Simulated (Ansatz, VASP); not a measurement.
## One calculation of Se, two programs

The input INCAR:

```
SYSTEM = Se
  PREC = Accurate
  ENCUT = 520
  EDIFF = 1E-6
  ISMEAR = 0
  SIGMA = 0.03
  LREAL = .False.
  LASPH = .True.
  NELM = 100
  ALGO = Normal
  ISIF = 2
  LWAVE = .False.
  LCHARG = .False.
  GGA = PS
  IVDW = 12
  NBANDS = 16
```

Contents of KPOINTS:

```
regular mesh
0
Gamma
  12 12 8
  0 0 0
```

The input POSCAR:

```
Se
1.0
    3.9025455082      0.0000000000      0.0000000000
   -1.9512727541      3.3797035495      0.0000000000
    0.0000000000      0.0000000000      4.9589645772
Se
3
Direct
    0.2610773134      0.0000000000      0.3333333333
    0.0000000000      0.2610773134      0.6666666667
    0.7389226866      0.7389226866      0.0000000000
```

Input for Ansatz:

```yaml
crystal:
  lattice:
    - [3.9025455082, 0.0, 0.0]
    - [-1.9512727541, 3.3797035495, 0.0]
    - [0.0, 0.0, 4.9589645772]
  atoms:
    - { symbol: Se, position: [0.2610773134, 0.0, 0.3333333333] }
    - { symbol: Se, position: [0.0, 0.2610773134, 0.6666666667] }
    - { symbol: Se, position: [0.7389226866, 0.7389226866, 0.0] }
basis:
  ecutwfc: 420
kpoints:
  mp_grid: { grid: [12, 12, 8] }
hamiltonian:
  xc: pbesol
  dispersion: d3bj
scf:
  occupations: { method: gaussian, width: 0.03 }
output:
  forces: true
  stress: true
  eigenvalues: true
```

Alike in both runs: task single point; functional PBEsol; dispersion D3(BJ); k mesh 12 × 12 × 8; occupations gaussian, width 0.03 eV; no spin polarisation.

|  | VASP | Ansatz |
| --- | --- | --- |
| version | VASP 6.6.1 | Ansatz 0.2.0 |
| potentials or method | VASP PAW PBE potentials, release 64 (Se), cutoff 520 eV | scalar-relativistic, plane waves, PAW |
| valence electrons in the cell | 18 | 48 |

|  | VASP | Ansatz | Ansatz less VASP |
| --- | --- | --- | --- |
| gap on the k mesh at the Fermi level (eV) | 0.46 | 0.46 | +0.001 |
| least direct gap on the mesh (eV) | 0.49 | 0.50 | +0.009 |
| pressure (GPa) | 3.4 | 3.2 | -0.24 |
| traceless stress, the component that is largest in VASP (GPa) | 2.12 | 2.04 | -0.085 |
| rms of the force components (eV/Å) | 0.138 | 0.118 | -0.0199 |

VASP's potentials were made for PBE, not for PBEsol. Atom by atom the forces differ by 0.020 eV/Å (rms over components). VASP's potentials hold 18 valence electrons a cell and Ansatz's 48, so a difference there can come from the potentials and not from the codes.
